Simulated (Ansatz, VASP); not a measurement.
# Two plane-wave programs on ZnO

```
Zn O
1.0
     3.24940    0.00000    0.00000
    -1.62470    2.81406    0.00000
     0.00000    0.00000    5.20380
Zn O
2 2
Direct
  0.33333 0.66667 0.00000
  0.66667 0.33333 0.50000
  0.33333 0.66667 0.38300
  0.66667 0.33333 0.88300
```

Alike in both runs: task single point; functional LDA; k mesh 6 × 6 × 4; occupations gaussian, width 0.1 eV; no spin polarisation.

|  | VASP | Ansatz |
| --- | --- | --- |
| version | VASP 6.6.1 | Ansatz 0.2.0 |
| potentials or method | VASP PAW LDA potentials, release 64 (Zn, O_h), cutoff 1340 eV | scalar-relativistic, plane waves, PAW |
| valence electrons in the cell | 36 | 36 |

VASP gave:

- gap on the k mesh at the Fermi level (eV): 0.74
- least direct gap on the mesh (eV): 0.74
- pressure (GPa): -6.2
- traceless stress, the component that is largest in VASP (GPa): 0.15
- rms of the force components (eV/Å): 0.039

Question: Which values does Ansatz return?

Answer: gap on the k mesh at the Fermi level (eV): 0.73; least direct gap on the mesh (eV): 0.73; pressure (GPa): -7.1; traceless stress, the component that is largest in VASP (GPa): 0.19; rms of the force components (eV/Å): 0.038.

Ansatz warns that its potentials were made for another functional, while VASP's fit it. LDA's correlation is that of Perdew and Zunger in VASP and of Perdew and Wang (1992) in Ansatz. Atom by atom the forces differ by 0.001 eV/Å (rms over components).
